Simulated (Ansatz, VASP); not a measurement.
TiSi: VASP beside Ansatz

File INCAR:

```
PREC = Accurate ; ENCUT = 520
EDIFF = 1E-6 ; ISMEAR = 0
SIGMA = 0.15 ; LREAL = False
LASPH = True ; NELM = 100
ALGO = Normal ; ISIF = 2
LWAVE = False ; LCHARG = True
GGA = PS ; LELF = True
LVHAR = True ; NBANDS = 15
```

File KPOINTS:

```
regular mesh
0
Gamma
  18 18 12
```

File POSCAR:

```
TiSi
1.0
    1.8161780000     -2.1176240000      0.0000000000
    1.8161780000      2.1176240000      0.0000000000
    0.0000000000      0.0000000000      3.7468749900
Ti Si
1 1
Direct
    0.5000000000      0.5000000000      0.0000000000
    0.0000000000      0.0000000000      0.5000000000
```

Input for Ansatz:

```yaml
crystal:
  lattice:
    - [1.816178, -2.117624, 0.0]
    - [1.816178, 2.117624, 0.0]
    - [0.0, 0.0, 3.74687499]
  atoms:
    - { symbol: Ti, position: [0.5, 0.5, 0.0] }
    - { symbol: Si, position: [0.0, 0.0, 0.5] }
basis:
  ecutwfc: 420
kpoints:
  mp_grid: { grid: [18, 18, 12] }
hamiltonian:
  xc: pbesol
scf:
  occupations: { method: gaussian, width: 0.15 }
output:
  forces: true
  stress: true
  eigenvalues: true
```

Change from the starting cell: strain +0.000 along x and y, -0.015 along z, atoms carried along.

Alike in both runs: task single point; functional PBEsol; k mesh 18 × 18 × 12; occupations gaussian, width 0.15 eV; no spin polarisation.

|  | VASP | Ansatz |
| --- | --- | --- |
| version | VASP 6.6.1 | Ansatz 0.2.0 |
| potentials or method | VASP PAW PBE potentials, release 64 (Ti_sv, Si), cutoff 520 eV | scalar-relativistic, plane waves, PAW |
| valence electrons in the cell | 16 | 16 |

|  | VASP | Ansatz | Ansatz less VASP |
| --- | --- | --- | --- |
| gap on the k mesh at the Fermi level (eV) | none | none | - |
| pressure (GPa) | -2.0 | -2.0 | -0.05 |
| traceless stress, the component that is largest in VASP (GPa) | 1.90 | 1.84 | -0.062 |

VASP's potentials were made for PBE, not for PBEsol. A gap of «none» marks a metal or a gap that the smearing closes. With one functional, cell and mesh, what is left measures potentials, basis and numerics.
